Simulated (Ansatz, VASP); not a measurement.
## C in VASP and in Ansatz

```
CELL_PARAMETERS angstrom
1.21192 0.69970 3.30525
-1.21192 0.69970 3.30525
0.00000 -1.39940 3.30525
ATOMIC_POSITIONS crystal
C 0.17036 0.17036 0.17036
C 0.82964 0.82964 0.82964
```

Change from the starting cell: mode 4 frozen in at +0.038 Å, equal normal strain along x, y and z -0.0167.

Alike in both runs: task single point; functional PBE; dispersion D3(BJ); k mesh 15 × 15 × 15; occupations gaussian, width 0.05 eV; no spin polarisation.

```csv
,VASP,Ansatz
version,VASP 6.6.1,Ansatz 0.2.0
potentials or method,"VASP PAW PBE potentials, release 64 (C), cutoff 520 eV","scalar-relativistic, plane waves, PAW"
valence electrons in the cell,8,8
```

```tsv
	VASP	Ansatz	Ansatz less VASP
gap on the k mesh at the Fermi level (eV)	0.58	0.58	-0.001
least direct gap on the mesh (eV)	0.58	0.58	-0.001
pressure (GPa)	16.5	16.1	-0.46
traceless stress, the component that is largest in VASP (GPa)	-16.81	-16.24	+0.569
rms of the force components (eV/Å)	0.706	0.709	+0.0022
```

Atom by atom the forces differ by 0.002 eV/Å (rms over components).
